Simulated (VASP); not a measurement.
# PbSe (Cmcm) in VASP: a series of runs, part 2 of 2

VASP 6.6.1. The steps go on from the part before.

**5. Single point, LDA**

INCAR reads:

```
SYSTEM = PbSe
ALGO = Normal ; EDIFF = 1E-6
ENCUT = 520 ; ISIF = 2
ISMEAR = 1 ; LASPH = .TRUE.
LCHARG = .FALSE. ; LREAL = .FALSE.
LWAVE = .FALSE. ; NBANDS = 28
NELM = 100 ; PREC = Accurate
SIGMA = 0.01
```

KPOINTS reads:

```
k-points
0
G
  6 6 6
  0 0 0
```

POSCAR reads:

```
PbSe
1.0
    2.1548770000     -6.1339470000      0.0000000000
    2.1548770000      6.1339470000      0.0000000000
    0.0000000000      0.0000000000      4.4504940000
Pb Se
2 2
Direct
    0.6317610000      0.3682390000      0.7500000000
    0.3682390000      0.6317610000      0.2500000000
    0.8612900000      0.1387100000      0.7500000000
    0.1387100000      0.8612900000      0.2500000000
```

Command:

```sh
$ cat potpaw_LDA.64/Pb_d/POTCAR potpaw_LDA.64/Se/POTCAR > POTCAR
$ mpirun -np 1 vasp_std > vasp.out
```

It took 3.4 min on 1 thread of Intel Xeon Platinum 8259CL at 2.50GHz (Skylake/Cascade Lake), shared host; peak memory 0.31 GiB.

Results (log left out):

| Item | Value |
| --- | --- |
| Free energy | -18.6382 eV |
| Pressure | -3.2 GPa |
| Largest force | 0.075 eV/Å |
| Band gap on the k mesh | 1.02 eV, indirect (least direct gap 1.14 eV) |

Forces on the atoms (eV/Å):
```
Pb   0.000 -0.075  0.000
Pb   0.000  0.075  0.000
Se   0.000  0.013  0.000
Se   0.000 -0.013  0.000
```

Stress tensor (GPa, compression positive):
```
-3.27  0.00  0.00
 0.00 -2.82  0.00
 0.00  0.00 -3.43
```

Levels at points of the mesh, in eV from the valence-band top:
```csv
k point,band 16,band 17,band 18,band 19,band 20,band 21,band 22,band 23,band 24,band 25
"(0.00, 0.00, 0.00)",-2.79,-2.12,-1.51,-1.25,-0.35,4.41,4.45,4.63,5.26,5.29
"(0.50, 0.00, 0.00)",-1.82,-1.14,-0.87,-0.44,-0.22,1.46,1.59,1.82,2.67,2.68
"(0.50, 0.50, 0.00)",-2.39,-1.77,-1.68,-1.04,-0.54,1.09,4.24,4.40,4.58,4.87
"(0.00, 0.00, 0.50)",-2.60,-0.82,-0.82,0.00,0.00,1.48,1.48,2.32,2.32,4.83
"(0.50, 0.00, 0.50)",-4.09,-3.03,-3.03,-1.23,-1.23,3.12,3.12,5.39,5.39,6.09
"(0.50, 0.50, 0.50)",-0.96,-0.93,-0.93,-0.39,-0.39,1.28,1.28,2.78,2.78,3.07
```

Caveat: spin-orbit coupling is left out, which moves the levels of the heavy elements. A k mesh can miss the band edges.

**6. Single point, LDA**

INCAR reads:

```
SYSTEM = PbSe
ALGO     = Normal         ! electronic algorithm
EDIFF    = 1E-6           ! SCF threshold, eV
ENCUT    = 520            ! plane-wave cutoff, eV
GGA      = CA             ! functional
ISIF     = 2              ! what is computed and relaxed
ISMEAR   = 1              ! smearing method
LASPH    = .TRUE.         ! aspherical terms in the spheres
LCHARG   = .FALSE.        ! write CHGCAR
LREAL    = .FALSE.        ! projectors in reciprocal space
LWAVE    = .FALSE.        ! write WAVECAR
NBANDS   = 28             ! bands
NELM     = 100            ! most SCF steps
PREC     = Accurate       ! precision mode
SIGMA    = 0.01           ! smearing width, eV
```

KPOINTS reads:

```
k-points
0
G
  8 8 6
  0 0 0
```

POSCAR is that of step 5.

Potentials or basis: VASP PAW LDA potentials, release 64 (Pb_d, Se).

Command:

```sh
$ cat potpaw_LDA.64/Pb_d/POTCAR potpaw_LDA.64/Se/POTCAR > POTCAR
$ mpirun -np 1 vasp_std > vasp.out
```

OUTCAR:

```text
SYSTEM = PbSe
   EDIFF = 1E-6
   ENCUT = 520
   GGA = CA
   ISIF = 2
   ISMEAR = 1
   LASPH = .TRUE.
   LREAL = .FALSE.
   NELM = 100
   PREC = Accurate

 ion  position               nearest neighbor table
   1  0.632  0.368  0.750-   3 2.82   4 3.10   4 3.10   4 3.10   4 3.10   2 3.92   2 3.92
   2  0.368  0.632  0.250-   4 2.82   3 3.10   3 3.10   3 3.10   3 3.10   1 3.92   1 3.92
   3  0.861  0.139  0.750-   1 2.82   2 3.10   2 3.10   2 3.10   2 3.10
   4  0.139  0.861  0.250-   2 2.82   1 3.10   1 3.10   1 3.10   1 3.10

[... 948 lines left out ...]
  --------------------------------------------------------------------------------------
  -------------------------------------------------------------------------------------
  Total       -2.3874627     -2.0702228     -2.5163387      0.0000000      0.0000000      0.0000000
  in kB      -32.5122069    -28.1920684    -34.2672269      0.0000000      0.0000000      0.0000000
  external PRESSURE =     -31.6571674 kB  Pullay stress =       0.0000000 kB

 VOLUME and BASIS-vectors are now :
 -----------------------------------------------------------------------------
  energy-cutoff  :      520.00
  volume of cell :      117.65
      direct lattice vectors                 reciprocal lattice vectors
     2.154877000 -6.133947000  0.000000000     0.232031805 -0.081513583  0.000000000
     2.154877000  6.133947000  0.000000000     0.232031805  0.081513583  0.000000000
     0.000000000  0.000000000  4.450494000     0.000000000  0.000000000  0.224694158

 POSITION                                       TOTAL-FORCE (eV/Angst)
 -----------------------------------------------------------------------------------
      2.15488     -1.61643      3.33787         0.000000     -0.076823     -0.000000
      2.15488      1.61643      1.11262         0.000000      0.076823      0.000000
      2.15488     -4.43227      3.33787         0.000000      0.013803      0.000000
      2.15488      4.43227      1.11262         0.000000     -0.013803      0.000000
 -----------------------------------------------------------------------------------
    total drift:                                0.000000      0.000000      0.000000

  FREE ENERGIE OF THE ION-ELECTRON SYSTEM (eV)
  ---------------------------------------------------
  free  energy   TOTEN  =       -18.6376283565 eV

  energy  without entropy=      -18.6376283565  energy(sigma->0) =      -18.63762836
```

OSZICAR:

```text
N       E                     dE             d eps       ncg     rms          rms(c)
DAV:   1     0.407493334102E+03    0.40749E+03   -0.18648E+04  4704   0.148E+03
DAV:   2     0.249181690936E+02   -0.38258E+03   -0.37134E+03  4768   0.391E+02
DAV:   3    -0.173654166429E+02   -0.42284E+02   -0.41177E+02  6112   0.148E+02
DAV:   4    -0.192098016459E+02   -0.18444E+01   -0.18386E+01  5500   0.329E+01
DAV:   5    -0.192725975022E+02   -0.62796E-01   -0.62793E-01  6044   0.652E+00    0.398E+00
DAV:   6    -0.186583281319E+02    0.61427E+00   -0.14086E+00  6560   0.755E+00    0.217E+00
DAV:   7    -0.186435719703E+02    0.14756E-01   -0.27208E-01  5432   0.215E+00    0.124E+00
DAV:   8    -0.186398571362E+02    0.37148E-02   -0.39677E-02  6232   0.153E+00    0.276E-01
DAV:   9    -0.186375566652E+02    0.23005E-02   -0.10353E-02  6544   0.756E-01    0.634E-02
DAV:  10    -0.186376246377E+02   -0.67972E-04   -0.70280E-04  5036   0.130E-01    0.251E-02
DAV:  11    -0.186376290395E+02   -0.44018E-05   -0.38217E-05  7080   0.427E-02    0.898E-03
DAV:  12    -0.186376283565E+02    0.68304E-06   -0.47595E-06  4244   0.105E-02
   1 F= -.18637628E+02 E0= -.18637628E+02  d E =0.148429E-16
```

stdout:

```text
POSCAR found type information on POSCAR PbSe
 POSCAR found :  2 types and       4 ions
 scaLAPACK will be used
 LDA part: xc-table for (Slater(with rela. corr.)+CA(PZ))
 , standard interpolation
 POSCAR, INCAR and KPOINTS ok, starting setup
 FFT: planning ... GRIDC
 FFT: planning ... GRID_SOFT
 FFT: planning ... GRID
 WAVECAR not read
 entering main loop
```

It took 3.5 min on 1 thread of Intel Xeon Platinum 8259CL at 2.50GHz (Skylake/Cascade Lake), shared host; peak memory 0.39 GiB.

What came out:

- Free energy: -18.6376 eV
- Pressure: -3.2 GPa
- Largest force: 0.077 eV/Å
- Band gap on the k mesh: 0.97 eV, indirect (least direct gap 1.07 eV)

Forces on the atoms (eV/Å):
```
Pb   0.000 -0.077  0.000
Pb   0.000  0.077  0.000
Se   0.000  0.014  0.000
Se   0.000 -0.014  0.000
```

Levels at points of the mesh, in eV from the valence-band top:
```
           k point  band 18  band 19  band 20  band 21  band 22  band 23
(0.00, 0.00, 0.00)    -1.55    -1.29    -0.39     4.38     4.41     4.59
(0.50, 0.00, 0.00)    -0.90    -0.48    -0.26     1.43     1.55     1.78
(0.50, 0.50, 0.00)    -1.72    -1.08    -0.58     1.05     4.20     4.36
(0.00, 0.00, 0.50)    -0.86    -0.04    -0.04     1.45     1.45     2.28
(0.50, 0.00, 0.50)    -3.06    -1.27    -1.27     3.08     3.08     5.35
(0.50, 0.50, 0.50)    -0.97    -0.43    -0.43     1.24     1.24     2.74
```

Caveat: spin-orbit coupling is left out, which moves the levels of the heavy elements.

**7. The runs side by side**

```tsv
k mesh	gap on the mesh (eV)	pressure (GPa)	largest force (eV/Å)
2 × 2 × 2	1.02	-1.7	0.88
4 × 4 × 4	1.10	-3.3	0.08
6 × 6 × 4	1.09	-3.2	0.09
6 × 6 × 6	1.02	-3.2	0.08
8 × 8 × 6	0.97	-3.2	0.08
```

Alike in all rows: task single point; level LDA; potentials or basis VASP PAW LDA potentials, release 64 (Pb_d, Se); no spin polarisation; cell as given; cutoff (eV) 520; smearing methfessel-paxton 0.01 eV.

Caveats: some runs use coarse meshes; spin-orbit coupling is left out, which moves the levels of the heavy elements.

Absolute energies hang on the potentials; compare differences alone.
